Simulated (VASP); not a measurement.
# Na (I4/mmm) in VASP: notebook, part 2 of 2

VASP 6.6.1. The steps go on from the part before.

### Step 5. Single point, PBE

INCAR

```
SYSTEM = Na
  PREC = Accurate
  ENCUT = 520
  EDIFF = 1E-6
  ISMEAR = 0
  SIGMA = 0.15
  LREAL = .False.
  LASPH = .True.
  NELM = 80
  ALGO = Fast
  ISIF = 2
  LWAVE = .False.
  LCHARG = .False.
  GGA = PE
  NBANDS = 10
```

KPOINTS

```
Automatic mesh
0
Gamma
  18 18 18
  0 0 0
```

POSCAR

```
Na
1.0
   -2.3003392237      2.3003392237      1.7942645945
    2.3003392237     -2.3003392237      1.7942645945
    2.3003392237      2.3003392237     -1.7942645945
Na
1
Direct
    0.0000000000      0.0000000000      0.0000000000
```

Potentials or basis: VASP PAW PBE potentials, release 64 (Na_pv).

Launch:

```
$ cat potpaw_PBE.64/Na_pv/POTCAR > POTCAR
$ mpirun -np 1 vasp_std > vasp.out
```

OUTCAR:

```text
SYSTEM = Na
   PREC = Accurate
   ENCUT = 520
   EDIFF = 1E-6
   ISMEAR = 0
   LREAL = .False.
   LASPH = .True.
   NELM = 80
   ISIF = 2
   GGA = PE

 ion  position               nearest neighbor table
   1  0.000  0.000  0.000-

  LATTYP: Found a body centered tetragonal cell.
 ALAT       =     4.6006784474
 C/A-ratio  =     0.7800000000

  Lattice vectors:

 A1 = (  -2.3003392237,   2.3003392237,   1.7942645945)
 A2 = (   2.3003392237,  -2.3003392237,   1.7942645945)
 A3 = (   2.3003392237,   2.3003392237,  -1.7942645945)
[... 483 lines left out ...]
      2     -24.6812      2.00000
      3     -24.6788      2.00000
      4      -2.2503      2.00000
      5       7.4600      0.00000
      6       8.6543      0.00000
      7       9.7865      0.00000
      8      11.1818      0.00000
      9      12.8651      0.00000
     10      13.6645      0.00000

 [... further k-points ...]
[... 5 lines left out ...]
  --------------------------------------------------------------------------------------
  -------------------------------------------------------------------------------------
  Total       -0.1478581     -0.1478581      0.1706230      0.0000000      0.0000000      0.0000000
  in kB       -6.2377129     -6.2377129      7.1980996      0.0000000      0.0000000      0.0000000
  external PRESSURE =      -1.7591088 kB  Pullay stress =       0.0000000 kB

 VOLUME and BASIS-vectors are now :
 -----------------------------------------------------------------------------
  energy-cutoff  :      520.00
  volume of cell :       37.98
      direct lattice vectors                 reciprocal lattice vectors
    -2.300339224  2.300339224  1.794264594     0.000000000  0.217359246  0.278665700
     2.300339224 -2.300339224  1.794264594     0.217359246  0.000000000  0.278665700
     2.300339224  2.300339224 -1.794264594     0.217359246  0.217359246  0.000000000

 POSITION                                       TOTAL-FORCE (eV/Angst)
 -----------------------------------------------------------------------------------
      0.00000      0.00000      0.00000         0.000000      0.000000      0.000000
 -----------------------------------------------------------------------------------
    total drift:                               -0.000000     -0.000000     -0.000000

  FREE ENERGIE OF THE ION-ELECTRON SYSTEM (eV)
  ---------------------------------------------------
  free  energy   TOTEN  =        -1.2951870070 eV

  energy  without entropy=       -1.2901063356  energy(sigma->0) =       -1.29264667
```

Run time: 91 s. Hardware: 1 thread of Intel Xeon Platinum 8259CL at 2.50GHz (Skylake/Cascade Lake), shared host; peak memory 0.26 GiB.

Results:

- Free energy: -1.2952 eV
- Pressure: -0.2 GPa
- Band gap on the k mesh: zero (an odd number of electrons rules out a gap without spin polarisation)

Levels at points of the mesh, in eV from the Fermi level:
| k point | band 1 | band 2 | band 3 | band 4 | band 5 | band 6 | band 7 | band 8 |
| --- | --- | --- | --- | --- | --- | --- | --- | --- |
| (0.00, 0.00, 0.00) | -24.95 | -24.95 | -24.95 | -3.24 | 9.31 | 10.69 | 10.69 | 10.82 |
| (0.50, 0.00, 0.00) | -24.99 | -24.96 | -24.95 | 1.18 | 1.72 | 7.30 | 8.22 | 8.31 |
| (0.50, 0.50, 0.00) | -24.98 | -24.95 | -24.94 | 0.21 | 0.46 | 10.77 | 11.14 | 11.65 |
| (0.50, 0.50, 0.50) | -24.97 | -24.97 | -24.96 | 3.52 | 3.52 | 3.56 | 4.37 | 8.14 |

### Step 6. Single point, PBE

INCAR

```
  PREC = Accurate
  ENCUT = 520
  EDIFF = 1E-7
  ISMEAR = 0
  SIGMA = 0.15
  LREAL = F
  LASPH = T
  NELM = 60
  ALGO = Fast
  ISIF = 2
  LWAVE = F
  LCHARG = F
  GGA = PE
  NBANDS = 10
```

KPOINTS

```
regular mesh
0
Gamma
  18 18 18
```

POSCAR

```
Na
1.0
   -1.9401812426      1.9401812426      2.5222356154
    1.9401812426     -1.9401812426      2.5222356154
    1.9401812426      1.9401812426     -2.5222356154
Na
1
Direct
    0.0000000000      0.0000000000      0.0000000000
```

Potentials or basis: VASP PAW PBE potentials, release 64 (Na_pv).

Launch:

```
$ cat potpaw_PBE.64/Na_pv/POTCAR > POTCAR
$ mpirun -np 1 vasp_std > vasp.out
```

It took 1.8 min on 1 thread of Intel Xeon Platinum 8259CL at 2.50GHz (Skylake/Cascade Lake), shared host; peak memory 0.26 GiB.

The run converged. Its results:

```
Free energy            : -1.3134 eV
Pressure               : -0.2 GPa
Band gap on the k mesh : zero (an odd number of electrons rules out a gap without spin polarisation)
```

Levels at points of the mesh, in eV from the Fermi level:
```
           k point  band 1  band 2  band 3  band 4  band 5  band 6  band 7  band 8  band 9
(0.00, 0.00, 0.00)  -24.93  -24.92  -24.92   -3.24   10.90   10.90   11.18   12.08   12.49
(0.50, 0.00, 0.00)  -24.96  -24.93  -24.93    0.56    0.94    9.45   10.40   10.41   10.48
(0.50, 0.50, 0.00)  -24.96  -24.94  -24.93    1.47    2.00    6.48    7.33    7.39    9.15
(0.50, 0.50, 0.50)  -24.96  -24.94  -24.94    2.34    2.83    5.72    6.43    6.43    8.41
```

### Step 7. The runs side by side

| cell | further INCAR settings | gap on the mesh (eV) | pressure (GPa) |
| --- | --- | --- | --- |
| a = 3.758 Å, angles 101.5, 101.5, 126.9°, 1 atom | ALGO = Fast; EDIFF = 1e-06; NBANDS = 10 | none | 0.0 |
| a = 3.688 Å, angles 105.4, 105.4, 118.0°, 1 atom | ALGO = Fast; EDIFF = 1e-06; NBANDS = 10 | none | -0.3 |
| a = 3.696 Å, angles 114.7, 114.7, 99.4°, 1 atom | ALGO = Fast; EDIFF = 1e-06; NBANDS = 10 | none | -0.3 |
| a = 3.715 Å, angles 103.5, 103.5, 122.2°, 1 atom | ALGO = Fast; EDIFF = 1e-06; NBANDS = 10 | none | -0.2 |
| a = 3.727 Å, angles 117.3, 117.3, 94.8°, 1 atom | ALGO = Fast; EDIFF = 1e-07; NBANDS = 10 | none | -0.2 |

Alike in all rows: task single point; level PBE; potentials or basis VASP PAW PBE potentials, release 64 (Na_pv); no spin polarisation; k mesh 18 × 18 × 18; cutoff (eV) 520; smearing gaussian 0.15 eV.

Total energies depend on the potentials used, so only differences within one code and one set of settings carry meaning.
